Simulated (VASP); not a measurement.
A run of VASP 6.6.1:

Contents of INCAR:

```
ALGO = Normal
EDIFF = 1E-6
EDIFFG = -0.01
ENCUT = 600
GGA = PE
IBRION = 2
ISIF = 3
ISMEAR = -1
IVDW = 12
LASPH = T
LCHARG = F
LREAL = F
LWAVE = F
NELM = 80
NSW = 60
PREC = Accurate
SIGMA = 0.05
```

KPOINTS

```
k-points
0
Gamma
  10 10 10
```

File POSCAR:

```
Sb
1.0
   -1.8713408863      1.8713408863      1.8713408863
    1.8713408863     -1.8713408863      1.8713408863
    1.8713408863      1.8713408863     -1.8713408863
Sb
1
Direct
    0.0000000000      0.0000000000      0.0000000000
```

Potentials or basis: VASP PAW PBE potentials, release 64 (Sb).

The run is started by

```console
$ cat potpaw_PBE.64/Sb/POTCAR > POTCAR
$ mpirun -np 1 vasp_std > vasp.out
```

Hardware: 1 thread of Intel(R) Xeon(R) Platinum 8259CL CPU @ 2.50GHz (Skylake/Cascade Lake), with other jobs on the host.

Question: Estimate the wall time of this run.

Answer: It took 14 s on 1 thread of Intel(R) Xeon(R) Platinum 8259CL CPU @ 2.50GHz (Skylake/Cascade Lake) (shared host), peak memory 0.17 GiB. Counts: scf iterations 17, k points 47, ion steps 3.
